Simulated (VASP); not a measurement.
**ScF3: single point with LDA**

ScF3:

```xyz
4
Lattice="4.0125 0.0000 0.0000 0.0000 4.0125 0.0000 0.0000 0.0000 4.0125" Properties=species:S:1:pos:R:3 pbc="T T T"
Sc    0.0000    0.0000    0.0000
F     2.0062    0.0000    0.0000
F     0.0000    2.0062    0.0000
F     0.0000    0.0000    2.0062
```

```json
{"Program": "VASP 6.6.1", "Task": "single point", "Functional": "LDA", "Potentials or basis": "VASP PAW LDA potentials, release 64 (Sc_sv, F)", "Cutoff": "600 eV", "k mesh": "5 × 5 × 5", "Occupations": "fermi-dirac, width 0.15 eV", "Spin": "no spin polarisation"}
```

| Property | Result |
| --- | --- |
| Pressure | -2.4 GPa |
| Band gap on the k mesh | 6.25 eV, indirect (least direct gap 6.72 eV) |

Levels at points of the mesh, in eV from the valence-band top:
```tsv
k point	band 14	band 15	band 16	band 17	band 18	band 19
(0.00, 0.00, 0.00)	-0.47	-0.47	-0.47	6.25	6.25	6.25
```

Run time: 7.2 s on 1 thread of Intel(R) Xeon(R) 6975P-C (Granite Rapids) (shared host), peak memory 0.16 GiB.

A k mesh can miss the band edges. A hybrid or GW would open this gap; LDA tends to underestimate it.
